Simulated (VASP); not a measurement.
Here is a VASP 6.6.1 calculation.

INCAR

```
SYSTEM = TeAs
PREC = Accurate ; ENCUT = 520
EDIFF = 1E-7 ; ISMEAR = 0
SIGMA = 0.15 ; LREAL = .FALSE.
LASPH = .TRUE. ; NELM = 100
ALGO = Normal ; ISIF = 2
LWAVE = .FALSE. ; LCHARG = .FALSE.
NBANDS = 12
```

The input KPOINTS:

```
Automatic mesh
0
G
  14 14 14
  0 0 0
```

Contents of POSCAR:

```
TeAs
1.0
    0.0000000000      2.9676670000      2.9676670000
    2.9676670000      0.0000000000      2.9676670000
    2.9676670000      2.9676670000      0.0000000000
Te As
1 1
Direct
    0.5000000000      0.5000000000      0.5000000000
    0.0000000000      0.0000000000      0.0000000000
```

Potentials or basis: VASP PAW LDA potentials, release 64 (Te, As).

Command:

```console
$ cat potpaw_LDA.64/Te/POTCAR potpaw_LDA.64/As/POTCAR > POTCAR
$ mpirun -np 1 vasp_std > vasp.out
```

**Question.** Estimate the pressure.

**Answer.** -4.0 GPa.
